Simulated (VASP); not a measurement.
BeS: single point with PBEsol

Crystal: BeS.

```
CELL_PARAMETERS angstrom
0.00000 2.41887 2.41887
2.41887 0.00000 2.41887
2.41887 2.41887 0.00000
ATOMIC_POSITIONS crystal
Be 0.00000 0.00000 0.00000
S 0.25000 0.25000 0.25000
```

```yaml
Program: VASP 6.6.1
Task: single point
Functional: PBEsol
Potentials_or_basis: VASP PAW PBE potentials, release 64 (Be, S)
Cutoff: 600 eV
k_mesh: 8 × 8 × 8
Occupations: gaussian, width 0.02 eV
Spin: no spin polarisation
```

| Quantity | Value |
| --- | --- |
| Pressure | 0.2 GPa |
| Band gap on the k mesh | 2.91 eV (least direct gap 5.61 eV) |

Levels at points of the mesh, in eV from the valence-band top:
| k point | band 1 | band 2 | band 3 | band 4 | band 5 | band 6 | band 7 | band 8 | band 9 |
| --- | --- | --- | --- | --- | --- | --- | --- | --- | --- |
| (0.00, 0.00, 0.00) | -13.77 | 0.00 | 0.00 | 0.00 | 5.61 | 5.61 | 5.61 | 5.77 | 12.81 |
| (0.50, 0.00, 0.00) | -12.11 | -5.91 | -1.05 | -1.05 | 5.41 | 6.48 | 6.48 | 11.01 | 14.96 |
| (0.50, 0.50, 0.00) | -11.56 | -5.11 | -2.70 | -2.70 | 2.91 | 4.80 | 12.81 | 12.81 | 15.50 |

Run time: 14 s on 1 thread of Intel(R) Xeon(R) Platinum 8259CL CPU @ 2.50GHz (Skylake/Cascade Lake) (shared host), peak memory 0.15 GiB.

Caveat: the PAW data sets were made with another functional, which shifts forces and pressure a little. A k mesh can miss the band edges.
